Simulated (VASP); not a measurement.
# Ag (P6_3/mmc) in VASP: notebook, part 2 of 2

VASP 6.6.1. The steps go on from the part before.

## Step 3: Single point, LDA (strain +0.0375 x Voigt [0, 0, 1, 0, 0, 0])

INCAR reads:

```
PREC = Accurate
ENCUT = 500
EDIFF = 1E-6
ISMEAR = 1
SIGMA = 0.1
LREAL = False
LASPH = True
NELM = 120
ALGO = Normal
ISIF = 2
LWAVE = False
LCHARG = False
NBANDS = 18
GGA_COMPAT = False
```

KPOINTS reads:

```
regular mesh
0
Gamma
  18 18 10
```

POSCAR reads:

```
Ag
1.0
    2.9299980804      0.0000000000      0.0000000000
   -1.4649990402      2.5374527707      0.0000000000
    0.0000000000      0.0000000000      4.9696250000
Ag
2
Direct
    0.3333333333      0.6666666667      0.2500000000
    0.6666666667      0.3333333333      0.7500000000
```

Potentials or basis: VASP PAW LDA potentials, release 64 (Ag).

On the command line:

```sh
$ cat potpaw_LDA.64/Ag/POTCAR > POTCAR
$ mpirun -np 1 vasp_std > vasp.out
```

OUTCAR:

```text
PREC = Accurate
   ENCUT = 500
   EDIFF = 1E-6
   ISMEAR = 1
   LREAL = False
   LASPH = True
   NELM = 120
   ISIF = 2

 ion  position               nearest neighbor table
   1  0.333  0.667  0.250-   2 3.01   2 3.01   2 3.01   2 3.01   2 3.01   2 3.01
   2  0.667  0.333  0.750-   1 3.01   1 3.01   1 3.01   1 3.01   1 3.01   1 3.01

  LATTYP: Found a hexagonal cell.
 ALAT       =     2.9299980804
 C/A-ratio  =     1.6961188587

  Lattice vectors:

 A1 = (   2.9299980804,   0.0000000000,   0.0000000000)
 A2 = (  -1.4649990402,   2.5374527707,   0.0000000000)
 A3 = (   0.0000000000,   0.0000000000,   4.9696250000)

Analysis of symmetry for initial positions (statically):
=====================================================================
 Subroutine PRICEL returns:
 Original cell was already a primitive cell.

 Routine SETGRP: Setting up the symmetry group for a
 hexagonal supercell.

 Subroutine GETGRP returns: Found 24 space group operations
 (whereof 12 operations were pure point group operations)
 out of a pool of 24 trial point group operations.

The static configuration has the point symmetry D_3d.
 The point group associated with its full space group is D_6h.

Analysis of symmetry for dynamics (positions and initial velocities):
=====================================================================
 Subroutine PRICEL returns:
 Original cell was already a primitive cell.

 Routine SETGRP: Setting up the symmetry group for a
 hexagonal supercell.

 Subroutine GETGRP returns: Found 24 space group operations
 (whereof 12 operations were pure point group operations)
 out of a pool of 24 trial point group operations.

The dynamic configuration has the point symmetry D_3d.
 The point group associated with its full space group is D_6h.

[... 105 lines left out ...]
   ISYM   =      2    0-nonsym 1-usesym 2-fastsym
   POTIM  = 0.5000    time-step for ionic-motion
   TEBEG  =    0.0;   TEEND  =   0.0 temperature during run
   PSTRESS=    0.0 pullay stress
   NELECT =      22.0000    total number of electrons
   NUPDOWN=      -1.0000    fix difference up-down
   EMIN   =  10.00;   EMAX   =-10.00  energy-range for DOS
   EFERMI =   0.00;   METHOD = LEGACY
   ISMEAR =     1;   SIGMA  =   0.10  broadening in eV -4-tet -1-fermi 0-gaus
   EFERMI_NEDOS =   21; number of points for ismear=-14 and -15
   IALGO  =     38    algorithm
   IMIX   =      4    mixing-type and parameters
     AMIX     =   0.40;   BMIX     =  1.00
     AMIX_MAG =   1.60;   BMIX_MAG =  1.00
  volume/ion in A,a.u.               =      18.47       124.67
  Fermi-wavevector in a.u.,A,eV,Ry     =   1.377271  2.602665 25.808558  1.896876
  Thomas-Fermi vector in A             =   2.502440
   LORBIT       =      0    0 simple, 1 ext, 2 COOP (PROOUT), +10 PAW based schemes
   GGA     = CA    functional components
   LHFCALC =     F    Hartree Fock is set to
   AEXX    =    0.0000 exact exchange contribution
   IVDW    =     0    specifies the selected vdW correction
   LEPSILON=     F    determine dielectric tensor
   LRPA    =     F    only Hartree local field effects (RPA)
 non-spin polarized calculation
 Methfessel and Paxton  Order N= 1 SIGMA  =   0.10
  energy-cutoff  :      500.00
  volume of cell :       36.95
 maximum number of plane-waves:       967
 NGX is ok and might be reduce to    24
   NGX = 11   NGY = 11   NGZ = 19

 number of electron      22.0000009 magnetization

 Free energy of the ion-electron system (eV)
  ---------------------------------------------------
  ext. energy  EPLUGINS =         0.00000000
  ---------------------------------------------------
  free energy    TOTEN  =        -7.31982837 eV

  energy without entropy =       -7.31973964  energy(sigma->0) =       -7.31979879

 E-fermi :   7.0451     XC(G=0): -12.1157

 val. band max:        7.0447346725   @ k =   0.2778   0.2222   0.3000
 cond. band min:       7.0683984191   @ k =   0.3333   0.1667   0.3000
 fundamental gap:      0.0236637466
 Fermi energy:         7.0450941179

 k-point     1 :       0.0000    0.0000    0.0000
  band No.  band energies     occupation
      1      -0.1892      2.00000
      2       1.1094      2.00000
      3       2.4283      2.00000
      4       2.6443      2.00000
      5       2.6443      2.00000
      6       2.8233      2.00000
[... 481 lines left out ...]
      5       2.8215      2.00000
      6       2.9826      2.00000
[... 10 lines left out ...]
     17      17.4835      0.00000
     18      21.8160      0.00000

 [... further k-points ...]
[... 5 lines left out ...]
  --------------------------------------------------------------------------------------
  -------------------------------------------------------------------------------------
  Total       -2.7895191     -2.7895191     -3.1728164      0.0000000      0.0000000      0.0000000
  in kB     -120.9625669   -120.9625669   -137.5835769      0.0000000      0.0000000      0.0000000
  external PRESSURE =    -126.5029036 kB  Pullay stress =       0.0000000 kB

 VOLUME and BASIS-vectors are now :
 -----------------------------------------------------------------------------
  energy-cutoff  :      500.00
  volume of cell :       36.95
      direct lattice vectors                 reciprocal lattice vectors
     2.929998080  0.000000000  0.000000000     0.341297152  0.197048003  0.000000000
    -1.464999040  2.537452771  0.000000000     0.000000000  0.394096005  0.000000000
     0.000000000  0.000000000  4.969625000     0.000000000  0.000000000  0.201222426

 POSITION                                       TOTAL-FORCE (eV/Angst)
 -----------------------------------------------------------------------------------
     -0.00000      1.69164      1.24241         0.000000      0.000000      0.000000
      1.46500      0.84582      3.72722        -0.000000     -0.000000      0.000000
 -----------------------------------------------------------------------------------
    total drift:                                0.000000     -0.000000      0.000000

  FREE ENERGIE OF THE ION-ELECTRON SYSTEM (eV)
  ---------------------------------------------------
  free  energy   TOTEN  =        -7.3198283711 eV

  energy  without entropy=       -7.3197396394  energy(sigma->0) =       -7.31979879
```

OSZICAR:

```text
N       E                     dE             d eps       ncg     rms          rms(c)
DAV:   1     0.119385020806E+03    0.11939E+03   -0.11360E+04  8016   0.117E+03
DAV:   2    -0.591767566194E+01   -0.12530E+03   -0.11882E+03  8272   0.259E+02
DAV:   3    -0.787724542415E+01   -0.19596E+01   -0.19526E+01  9318   0.366E+01
DAV:   4    -0.788314782258E+01   -0.59024E-02   -0.59019E-02  8840   0.198E+00
DAV:   5    -0.788319911486E+01   -0.51292E-04   -0.51292E-04  8718   0.196E-01    0.635E+00
DAV:   6    -0.734154246387E+01    0.54166E+00   -0.14653E+00  8276   0.127E+01    0.418E+00
DAV:   7    -0.732729315247E+01    0.14249E-01   -0.11106E-02  8504   0.938E-01    0.241E+00
DAV:   8    -0.731981423318E+01    0.74789E-02   -0.82806E-04  8324   0.283E-01    0.574E-02
DAV:   9    -0.731982823060E+01   -0.13997E-04   -0.21234E-05  9282   0.320E-02    0.148E-02
DAV:  10    -0.731982837105E+01   -0.14046E-06   -0.20865E-06  7034   0.143E-02
   1 F= -.73198284E+01 E0= -.73197988E+01  d E =-.887316E-04
```

Run time: 2.5 min. Hardware: 1 thread of Intel Xeon 8259CL, shared host; peak memory 0.23 GiB.

Results:

```
Free energy            : -7.3198 eV
Pressure               : -12.7 GPa
Band gap on the k mesh : zero (band 11 reaches 11.10 eV, above the bottom of band 12 at 3.80 eV)
```

Stress tensor (GPa, compression positive):
```
-12.10   0.00   0.00
  0.00 -12.10   0.00
  0.00   0.00 -13.76
```

Levels at points of the mesh, in eV from the Fermi level:
```csv
k point,band 9,band 10,band 11,band 12,band 13,band 14
"(0.00, 0.00, 0.00)",-3.76,-2.98,-2.98,-0.44,2.68,15.75
"(0.50, 0.00, 0.00)",-2.78,-2.68,0.25,1.52,6.25,6.65
"(0.00, 0.00, 0.50)",-3.25,-3.25,-3.25,-3.25,9.76,9.76
"(0.50, 0.00, 0.50)",-2.72,-2.72,0.89,0.89,4.22,4.22
```

Caveat: the cell differs from its parent crystal (strain +0.0375 x Voigt [0, 0, 1, 0, 0, 0]).

## Step 4: Single point, LDA (strain +0.0750 x Voigt [0, 0, 1, 0, 0, 0])

INCAR reads:

```
SYSTEM = Ag
PREC = Accurate
ENCUT = 500
EDIFF = 1E-6
ISMEAR = 1
SIGMA = 0.1
LREAL = .FALSE.
LASPH = .TRUE.
NELM = 120
ALGO = Normal
ISIF = 2
LWAVE = .FALSE.
LCHARG = .FALSE.
NBANDS = 18
GGA_COMPAT = .FALSE.
```

KPOINTS reads:

```
regular mesh
0
G
  18 18 10
  0 0 0
```

POSCAR, as its differences from that of step 3:

```diff
@@ -4,3 +4,3 @@
    -1.4649990402      2.5374527707      0.0000000000
-    0.0000000000      0.0000000000      4.9696250000
+    0.0000000000      0.0000000000      5.1492500000
 Ag
```

On the command line:

```sh
$ cat potpaw_LDA.64/Ag/POTCAR > POTCAR
$ mpirun -np 1 vasp_std > vasp.out
```

Wall time 2.7 min (1 thread of Intel Xeon 8259CL, shared host); peak memory 0.23 GiB.

It converged, with:

| Property | Result |
| --- | --- |
| Free energy | -7.1944 eV |
| Pressure | -14.0 GPa |
| Band gap on the k mesh | zero (band 11 reaches 10.74 eV, above the bottom of band 12 at 3.40 eV) |

Stress tensor (GPa, compression positive):
```
-12.95   0.00   0.00
  0.00 -12.95   0.00
  0.00   0.00 -16.19
```

Levels at points of the mesh, in eV from the Fermi level:
| k point | band 8 | band 9 | band 10 | band 11 | band 12 | band 13 | band 14 | band 15 |
| --- | --- | --- | --- | --- | --- | --- | --- | --- |
| (0.00, 0.00, 0.00) | -3.60 | -3.60 | -2.97 | -2.97 | -0.55 | 2.08 | 15.44 | 15.89 |
| (0.50, 0.00, 0.00) | -2.92 | -2.71 | -2.64 | 0.36 | 1.58 | 5.91 | 6.41 | 7.92 |
| (0.00, 0.00, 0.50) | -4.22 | -3.21 | -3.21 | -3.21 | -3.21 | 8.82 | 8.82 | 16.19 |
| (0.50, 0.00, 0.50) | -3.02 | -2.67 | -2.67 | 0.96 | 0.96 | 4.12 | 4.12 | 12.36 |

Caveat: the cell differs from its parent crystal (strain +0.0750 x Voigt [0, 0, 1, 0, 0, 0]).

## Step 5: Single point, LDA (strain +0.1125 x Voigt [0, 0, 1, 0, 0, 0])

INCAR reads:

```
SYSTEM = Ag
PREC = Accurate
ENCUT = 500
EDIFF = 1E-6
ISMEAR = 1
SIGMA = 0.1
LREAL = .False.
LASPH = .True.
NELM = 120
ALGO = Normal
ISIF = 2
LWAVE = .False.
LCHARG = .False.
NBANDS = 18
GGA_COMPAT = .False.
```

KPOINTS reads:

```
Automatic mesh
0
Gamma
  18 18 10
  0 0 0
```

POSCAR, as its differences from that of step 4:

```diff
@@ -4,3 +4,3 @@
    -1.4649990402      2.5374527707      0.0000000000
-    0.0000000000      0.0000000000      5.1492500000
+    0.0000000000      0.0000000000      5.3288750000
 Ag
```

On the command line:

```sh
$ cat potpaw_LDA.64/Ag/POTCAR > POTCAR
$ mpirun -np 1 vasp_std > vasp.out
```

Wall time 2.6 min (1 thread of Intel Xeon 8259CL, shared host); peak memory 0.23 GiB.

Results (log left out):

- Free energy: -7.0540 eV
- Pressure: -14.9 GPa
- Band gap on the k mesh: zero (band 11 reaches 10.41 eV, above the bottom of band 12 at 3.03 eV)

Stress tensor (GPa, compression positive):
```
-13.63   0.00   0.00
  0.00 -13.63   0.00
  0.00   0.00 -17.31
```

Levels at points of the mesh, in eV from the Fermi level:
```
           k point  band 8  band 9  band 10  band 11  band 12  band 13  band 14  band 15
(0.00, 0.00, 0.00)   -3.47   -3.47    -2.96    -2.96    -0.62     1.55    14.41    16.02
(0.50, 0.00, 0.00)   -2.96   -2.65    -2.60     0.46     1.64     5.61     6.21     7.50
(0.00, 0.00, 0.50)   -4.15   -3.17    -3.17    -3.17    -3.17     7.97     7.97    16.32
(0.50, 0.00, 0.50)   -3.03   -2.62    -2.62     1.04     1.04     4.05     4.05    11.72
```

Caveat: the cell differs from its parent crystal (strain +0.1125 x Voigt [0, 0, 1, 0, 0, 0]).

## Step 6: Single point, LDA (strain +0.1312 x Voigt [0, 0, 1, 0, 0, 0])

INCAR reads:

```
PREC = Accurate
ENCUT = 500
EDIFF = 1E-6
ISMEAR = 1
SIGMA = 0.1
LREAL = F
LASPH = T
NELM = 120
ALGO = Normal
ISIF = 2
LWAVE = F
LCHARG = F
NBANDS = 18
GGA_COMPAT = F
```

KPOINTS reads:

```
Automatic mesh
0
Gamma
  18 18 10
```

POSCAR, as its differences from that of step 5:

```diff
@@ -4,3 +4,3 @@
    -1.4649990402      2.5374527707      0.0000000000
-    0.0000000000      0.0000000000      5.3288750000
+    0.0000000000      0.0000000000      5.4184480000
 Ag
```

Potentials or basis: VASP PAW LDA potentials, release 64 (Ag).

On the command line:

```sh
$ cat potpaw_LDA.64/Ag/POTCAR > POTCAR
$ mpirun -np 1 vasp_std > vasp.out
```

OUTCAR:

```text
PREC = Accurate
   ENCUT = 500
   EDIFF = 1E-6
   ISMEAR = 1
   LREAL = F
   LASPH = T
   NELM = 120
   ISIF = 2

 ion  position               nearest neighbor table
   1  0.333  0.667  0.250-   2 3.19   2 3.19   2 3.19   2 3.19   2 3.19   2 3.19
   2  0.667  0.333  0.750-   1 3.19   1 3.19   1 3.19   1 3.19   1 3.19   1 3.19

  LATTYP: Found a hexagonal cell.
 ALAT       =     2.9299980804
 C/A-ratio  =     1.8493008703

  Lattice vectors:

 A1 = (   2.9299980804,   0.0000000000,   0.0000000000)
 A2 = (  -1.4649990402,   2.5374527707,   0.0000000000)
[... 192 lines left out ...]
      5       1.7838      2.00000
      6       1.8871      2.00000
[... 481 lines left out ...]
      5       2.0499      2.00000
      6       2.0995      2.00000
[... 10 lines left out ...]
     17      15.6530      0.00000
     18      20.5347      0.00000

 [... further k-points ...]
[... 5 lines left out ...]
  --------------------------------------------------------------------------------------
  -------------------------------------------------------------------------------------
  Total       -3.4872512     -3.4872512     -4.3984427      0.0000000     -0.0000000      0.0000000
  in kB     -138.6926982   -138.6926982   -174.9320173      0.0000000     -0.0000000      0.0000000
  external PRESSURE =    -150.7724712 kB  Pullay stress =       0.0000000 kB

 VOLUME and BASIS-vectors are now :
 -----------------------------------------------------------------------------
  energy-cutoff  :      500.00
  volume of cell :       40.28
      direct lattice vectors                 reciprocal lattice vectors
     2.929998080  0.000000000  0.000000000     0.341297152  0.197048003  0.000000000
    -1.464999040  2.537452771  0.000000000     0.000000000  0.394096005  0.000000000
     0.000000000  0.000000000  5.418448000     0.000000000  0.000000000  0.184554692

 POSITION                                       TOTAL-FORCE (eV/Angst)
 -----------------------------------------------------------------------------------
     -0.00000      1.69164      1.35461         0.000000     -0.000000      0.000000
      1.46500      0.84582      4.06384        -0.000000      0.000000      0.000000
 -----------------------------------------------------------------------------------
    total drift:                               -0.000000      0.000000     -0.000000

  FREE ENERGIE OF THE ION-ELECTRON SYSTEM (eV)
  ---------------------------------------------------
  free  energy   TOTEN  =        -6.9817353573 eV

  energy  without entropy=       -6.9817326898  energy(sigma->0) =       -6.98173447
```

Run time: 2.8 min. Hardware: 1 thread of Intel Xeon 8259CL, shared host; peak memory 0.24 GiB.

Results:

| Property | Result |
| --- | --- |
| Free energy | -6.9817 eV |
| Pressure | -15.1 GPa |
| Band gap on the k mesh | zero (band 11 reaches 10.26 eV, above the bottom of band 12 at 2.86 eV) |

Caveat: the cell differs from its parent crystal (strain +0.1312 x Voigt [0, 0, 1, 0, 0, 0]).

## Step 7: Summary

| cell | gap on the mesh (eV) | pressure (GPa) |
| --- | --- | --- |
| a = 2.930, b = 2.930, c = 4.610 Å, angles 90.0, 90.0, 120.0°, 2 atoms | none | -7.1 |
| a = 2.930, b = 2.930, c = 4.970 Å, angles 90.0, 90.0, 120.0°, 2 atoms | none | -12.7 |
| a = 2.930, b = 2.930, c = 5.149 Å, angles 90.0, 90.0, 120.0°, 2 atoms | none | -14.0 |
| a = 2.930, b = 2.930, c = 5.329 Å, angles 90.0, 90.0, 120.0°, 2 atoms | none | -14.9 |
| a = 2.930, b = 2.930, c = 5.418 Å, angles 90.0, 90.0, 120.0°, 2 atoms | none | -15.1 |

Alike in all rows: task single point; level LDA; potentials or basis VASP PAW LDA potentials, release 64 (Ag); no spin polarisation; k mesh 18 × 18 × 10; cutoff (eV) 500; smearing methfessel-paxton 0.1 eV.

Total energies depend on the potentials used, so only differences within one code and one set of settings carry meaning.
